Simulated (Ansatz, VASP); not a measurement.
RbPd4N3 in VASP and in Ansatz

```
Rb Pd N
1.0
     5.50578    0.00000    0.00000
     0.00000    5.50578    0.00000
     0.00000    0.00000    6.18578
Rb Pd N
1 4 3
Direct
  0.50000 0.50000 0.06247
  0.76483 0.76483 0.56084
  0.23517 0.23517 0.56084
  0.23517 0.76483 0.56084
  0.76483 0.23517 0.56084
  0.00000 0.00000 0.39811
  0.50000 0.00000 0.66137
  0.00000 0.50000 0.66137
```

Alike in both runs: functional PBE; k mesh 6 × 6 × 6; occupations gaussian, width 0.1 eV; no spin polarisation.

Ansatz relaxed the structure, and its values are those at the end. VASP's run is a single point on that final structure, the one shown.

|  | VASP | Ansatz |
| --- | --- | --- |
| version | VASP 6.6.1 | Ansatz 0.2.0 |
| potentials or method | VASP PAW PBE potentials, release 64 (Rb_sv, Pd, N), cutoff 520 eV | scalar-relativistic, plane waves, PAW |
| valence electrons in the cell | 64 | 96 |

```tsv
	VASP	Ansatz	Ansatz less VASP
gap on the k mesh at the Fermi level (eV)	none	none	-
pressure (GPa)	0.0	0.0	+0.06
rms of the force components (eV/Å)	0.008	0.003	-0.0057
```

A gap of «none» marks a metal or a gap that the smearing closes. VASP's potentials hold 64 valence electrons a cell and Ansatz's 96, so a difference there can come from the potentials and not from the codes.
